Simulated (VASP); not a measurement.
Input of a VASP 6.6.1 run:

The input INCAR:

```
  PREC = Accurate
  ENCUT = 600
  EDIFF = 1E-6
  ISMEAR = 0
  SIGMA = 0.1
  LREAL = F
  LASPH = T
  NELM = 60
  ALGO = Fast
  ISIF = 3
  LWAVE = F
  LCHARG = F
  GGA = PE
  IBRION = 2
  NSW = 100
  EDIFFG = -0.01
```

KPOINTS

```
regular mesh
0
Gamma
  8 8 8
```

POSCAR

```
Rb2As
1.0
    0.0000000000      4.8943427597      4.8943427597
    4.8943427597      0.0000000000      4.8943427597
    4.8943427597      4.8943427597      0.0000000000
Rb As
4 2
Direct
    0.6250000000      0.6250000000      0.6250000000
    0.1250000000      0.6250000000      0.6250000000
    0.6250000000      0.6250000000      0.1250000000
    0.6250000000      0.1250000000      0.6250000000
    0.0000000000      0.0000000000      0.0000000000
    0.2500000000      0.2500000000      0.2500000000
```

Potentials or basis: VASP PAW PBE potentials, release 64 (Rb_sv, As).

Run with:

```sh
$ cat potpaw_PBE.64/Rb_sv/POTCAR potpaw_PBE.64/As/POTCAR > POTCAR
$ mpirun -np 1 vasp_std > vasp.out
```

(1) Predict the band gap on the k mesh.

(2) Estimate the relaxed cell.

Answers

(1) zero (bands 23 and 24 overlap by 0.31 eV).

(2) a = 6.938 Å, b = 6.938 Å, c = 6.938 Å, α = 60.00°, β = 60.00°, γ = 60.00°.
